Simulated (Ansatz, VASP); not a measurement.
**Ga: VASP beside Ansatz**

```xyz
2
Lattice="1.3694 -3.9551 0.0000 1.3694 3.9551 0.0000 0.0000 0.0000 3.3505" Properties=species:S:1:pos:R:3 pbc="T T T"
Ga    1.3694   -2.8959    0.8376
Ga    1.3694    2.8959    2.5129
```

Alike in both runs: functional r2SCAN; k mesh 16 × 16 × 14; occupations gaussian, width 0.1 eV; no spin polarisation.

Ansatz relaxed the structure, and its values are those at the end. VASP's run is a single point on that final structure, the one shown.

```csv
,VASP,Ansatz
version,VASP 6.6.1,Ansatz 0.2.0
potentials or method,"VASP PAW PBE potentials, release 64 (Ga_d), cutoff 520 eV","scalar-relativistic, plane waves, PAW"
valence electrons in the cell,26,26
```

```csv
,VASP,Ansatz,Ansatz less VASP
gap on the k mesh at the Fermi level (eV),none,none,-
pressure (GPa),0.0,0.0,-0.01
```

VASP's potentials were made for PBE, not for r2SCAN. A gap of «none» marks a metal or a gap that the smearing closes.
